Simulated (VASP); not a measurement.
# Nd3Si2I: single point with PBE

Nd3Si2I:

```
Nd Si I
1.0
    -2.91682    2.83758    6.35027
     2.91682   -2.83758    6.35027
     2.91682    2.83758   -6.35027
Nd Si I
3 2 1
Direct
  0.00000 0.50000 0.50000
  0.71941 0.21941 0.50000
  0.28059 0.78059 0.50000
  0.50000 0.00000 0.50000
  0.50000 0.50000 0.00000
  0.00000 0.00000 0.00000
```

The cell was generated, and may not be a known phase.

| Property | Result |
| --- | --- |
| Program | VASP 6.6.1 |
| Task | single point |
| Functional | PBE |
| Potentials or basis | VASP PAW PBE potentials, release 64 (Nd_3, Si, I), 4f in core |
| Cutoff | 500 eV |
| k mesh | 3 × 3 × 3 |
| Occupations | gaussian, width 0.15 eV |
| Spin | no spin polarisation |

```json
{
 "Pressure": "0.1 GPa",
 "Largest force": "0.070 eV/Å",
 "Band gap on the k mesh": "zero (bands 24 and 25 overlap by 0.35 eV)"
}
```

Forces in eV/Å, atoms in the order of the input:
```
Nd   0.000  0.000  0.000
Nd   0.000  0.000  0.070
Nd   0.000  0.000 -0.070
Si   0.000  0.000  0.000
Si   0.000  0.000  0.000
I    0.000  0.000  0.000
```

Stress tensor (GPa, compression positive):
```
0.01 0.00 0.00
0.00 0.07 0.00
0.00 0.00 0.19
```

Levels at points of the mesh, in eV from the Fermi level:
```csv
k point,band 21,band 22,band 23,band 24,band 25,band 26,band 27,band 28
"(0.00, 0.00, 0.00)",-1.69,-0.76,-0.55,0.04,0.35,0.40,0.48,0.90
```

Run time: 47 s on 1 thread of Intel(R) Xeon(R) 6975P-C (Granite Rapids) (shared host), peak memory 0.44 GiB.

Caveat: the k points lie up to 0.40 Å⁻¹ apart; spin-orbit coupling is left out, which moves the levels of the heavy elements; the 4f electrons are frozen in the core, so they carry no moment and show no levels; the run has no spin polarisation, though such a crystal can be magnetic. Spin polarisation is off, so any magnetic state and its effect on volume and gap are missing.
